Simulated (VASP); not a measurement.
Set up this calculation in VASP 6.6.1, as the native input.

- Task: single point
- Functional: r2SCAN
- Potentials or basis: VASP PAW PBE potentials, release 64 (Au)
- Cutoff: 520 eV
- k mesh: 24 × 24 × 12
- Occupations: gaussian, width 0.15 eV
- Spin: no spin polarisation
- Dipole correction: no
- Further INCAR settings: ALGO = Normal; EDIFF = 1e-06; NBANDS = 18

The system is Au.

```xyz
2
Lattice="2.8093 0.0000 0.0000 -1.4047 2.4329 0.0000 0.0000 0.0000 5.2001" Properties=species:S:1:pos:R:3 pbc="T T T"
Au    0.0000    1.6220    3.9001
Au    1.4047    0.8110    1.3000
```

This cell differs from its parent crystal: ratio of the length along z to the lengths across it x 1.1, volume and fractional coordinates fixed.

The input as run:

POSCAR

```
Au
1.0
    2.8093134480      0.0000000000      0.0000000000
   -1.4046567240      2.4329368131      0.0000000000
    0.0000000000      0.0000000000      5.2001389154
Au
2
Direct
    0.3333333333      0.6666666667      0.7500000000
    0.6666666667      0.3333333333      0.2500000000
```

INCAR.step1

```
SYSTEM = Au
PREC     = Accurate       ! precision mode
ENCUT    = 520            ! plane-wave cutoff, eV
ISMEAR   = 0              ! smearing method
SIGMA    = 0.15           ! smearing width, eV
LREAL    = .FALSE.        ! projectors in reciprocal space
LASPH    = .TRUE.         ! aspherical terms in the spheres
NELM     = 80             ! most SCF steps
NBANDS   = 18             ! bands
GGA      = PE             ! functional
ALGO     = Normal         ! electronic algorithm
EDIFF    = 1E-4           ! SCF threshold, eV
LWAVE    = .TRUE.         ! write WAVECAR
LCHARG   = .FALSE.        ! write CHGCAR
```

INCAR.step2

```
SYSTEM = Au
PREC     = Accurate       ! precision mode
ENCUT    = 520            ! plane-wave cutoff, eV
EDIFF    = 1E-6           ! SCF threshold, eV
ISMEAR   = 0              ! smearing method
SIGMA    = 0.15           ! smearing width, eV
LREAL    = .FALSE.        ! projectors in reciprocal space
LASPH    = .TRUE.         ! aspherical terms in the spheres
NELM     = 80             ! most SCF steps
ALGO     = Normal         ! electronic algorithm
ISIF     = 2              ! what is computed and relaxed
LWAVE    = .FALSE.        ! write WAVECAR
LCHARG   = .FALSE.        ! write CHGCAR
METAGGA  = R2SCAN         ! meta-GGA
LMIXTAU  = .TRUE.       
NBANDS   = 18             ! bands
ISTART   = 1
```

KPOINTS

```
regular mesh
0
G
  24 24 12
  0 0 0
```

Potentials or basis: VASP PAW PBE potentials, release 64 (Au).

Command:

```console
$ cat potpaw_PBE.64/Au/POTCAR > POTCAR
$ cp INCAR.step1 INCAR
$ mpirun -np 1 vasp_std > vasp.out
$ cp INCAR.step2 INCAR
$ mpirun -np 1 vasp_std > vasp.out
```

It gave:

The pressure is 1.1 GPa. The band gap on the k mesh is zero (band 11 reaches 13.22 eV, above the bottom of band 12 at 5.92 eV).

Caveat: the PAW data sets were made with another functional, which shifts forces and pressure a little; spin-orbit coupling is left out, which moves the levels of the heavy elements.

It took 11 min on 1 thread of Intel(R) Xeon(R) Platinum 8375C CPU @ 2.90GHz (Ice Lake) (shared host), peak memory 0.34 GiB.
